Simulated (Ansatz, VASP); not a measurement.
H in VASP and in Ansatz

Contents of INCAR:

```
SYSTEM = H
PREC = Accurate
ENCUT = 520
EDIFF = 1E-7
ISMEAR = -1
SIGMA = 0.01
LREAL = .False.
LASPH = .True.
NELM = 150
ALGO = Normal
ISIF = 2
LWAVE = .False.
LCHARG = .True.
ISPIN = 2
MAGMOM = 1
LORBIT = 11
GGA = RP
LELF = .True.
LVHAR = .True.
NBANDS = 10
ISYM = 0
```

File KPOINTS:

```
Automatic mesh
0
Gamma
  1 1 1
  0 0 0
```

Contents of POSCAR:

```
H
1.0
   14.0000000000      0.0000000000      0.0000000000
    0.0000000000     14.4000000000      0.0000000000
    0.0000000000      0.0000000000     14.8000000000
H
1
Direct
    0.5000000000      0.5000000000      0.5000000000
```

Input for Ansatz:

```yaml
crystal:
  lattice:
    - [14.0, 0.0, 0.0]
    - [0.0, 14.4, 0.0]
    - [0.0, 0.0, 14.8]
  atoms:
    - { symbol: H, position: [0.5, 0.5, 0.5], spin: 1.0 }
  symmetry: { detect: false, time_reversal: true }
hamiltonian:
  xc: rpbe
  pseudopotentials:
    kind: paw
    azcp:
      H: "pseudopotentials/H.paw.azcp"
basis:
  ecutwfc: 420
  fft_grid_basis: typed
kpoints:
  mp_grid: { grid: [1, 1, 1], shift: [0, 0, 0] }
magnetization:
  spin_polarized: true
scf:
  occupations: { method: fermi_dirac, width: 0.01 }
```

Alike in both runs: task single point; functional RPBE; k mesh 1 × 1 × 1; occupations fermi-dirac, width 0.01 eV; collinear spin.

```csv
,VASP,Ansatz
version,VASP 6.6.1,Ansatz 0.2.0
potentials or method,"VASP PAW PBE potentials, release 64 (H), cutoff 520 eV","plane waves (420 eV) with PAW, scalar-relativistic"
valence electrons in the cell,1,1
```

```tsv
	VASP	Ansatz	Ansatz less VASP
gap on the k mesh at the Fermi level (eV)	7.49	7.49	-0.005
net moment per atom (μB)	1.00	1.00	0.000
size of the moment on the site where the two differ most (μB)	0.38	1.00	+0.617
```

VASP's potentials were made for PBE, not for RPBE. Site moments also hang on the region over which each program counts them. Ansatz's warnings: nearly empty spin channel levels not settled, published levels not confirmed, stability check not made.
